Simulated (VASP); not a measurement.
A run of VASP 6.6.1:

Contents of POSCAR:

```
SiC
1.0
   -1.5387796673     -2.6652445653      0.0000000000
    1.5387796672     -2.6652445654      0.0000000000
   -0.6155118669     -1.0660978261     10.0767691650
Si C
4 4
Direct
    0.0957182856      0.3333333333      0.5940376193
    0.6290516189      0.6666666667      0.0940376193
   -0.1376372728      0.0000000000      0.3440931819
   -0.3376372728      0.0000000000      0.8440931819
    0.1709317317      0.3333333333      0.4060040042
    0.3042650650      0.6666666667      0.9060040042
    0.9373343222      0.0000000000      0.1566641945
    0.7373343222      0.0000000000      0.6566641945
```

Contents of INCAR.step1:

```
PREC     = Accurate       # precision mode
ENCUT    = 520            # plane-wave cutoff, eV
ISMEAR   = 0              # smearing method
SIGMA    = 0.05           # smearing width, eV
LREAL    = F              # projectors in reciprocal space
LASPH    = T              # aspherical terms in the spheres
NELM     = 100            # most SCF steps
NBANDS   = 26             # bands
GGA      = PE             # functional
ALGO     = Normal         # electronic algorithm
EDIFF    = 1E-4           # SCF threshold, eV
LWAVE    = T              # write WAVECAR
LCHARG   = F              # write CHGCAR
```

File INCAR.step2:

```
PREC     = Accurate       # precision mode
ENCUT    = 520            # plane-wave cutoff, eV
EDIFF    = 1E-6           # SCF threshold, eV
ISMEAR   = 0              # smearing method
SIGMA    = 0.05           # smearing width, eV
LREAL    = F              # projectors in reciprocal space
LASPH    = T              # aspherical terms in the spheres
NELM     = 100            # most SCF steps
ALGO     = Normal         # electronic algorithm
ISIF     = 2              # what is computed and relaxed
LWAVE    = F              # write WAVECAR
LCHARG   = F              # write CHGCAR
METAGGA  = R2SCAN         # meta-GGA
LMIXTAU  = T            
NBANDS   = 26             # bands
ISTART   = 1
```

KPOINTS

```
Automatic mesh
0
Gamma
  8 8 3
```

Potentials or basis: VASP PAW PBE potentials, release 64 (Si, C).

Launch:

```console
$ cat potpaw_PBE.64/Si/POTCAR potpaw_PBE.64/C/POTCAR > POTCAR
$ cp INCAR.step1 INCAR
$ mpirun -np 1 vasp_std > vasp.out
$ cp INCAR.step2 INCAR
$ mpirun -np 1 vasp_std > vasp.out
```

Hardware: 1 thread of Oxide Virtual Turin-like Processor (shared host).

Problem. How long does it take, and how much memory?

Solution. Wall time 7.3 min on 1 thread of Oxide Virtual Turin-like Processor (shared host), peak memory 0.28 GiB. Counts: k points 98.
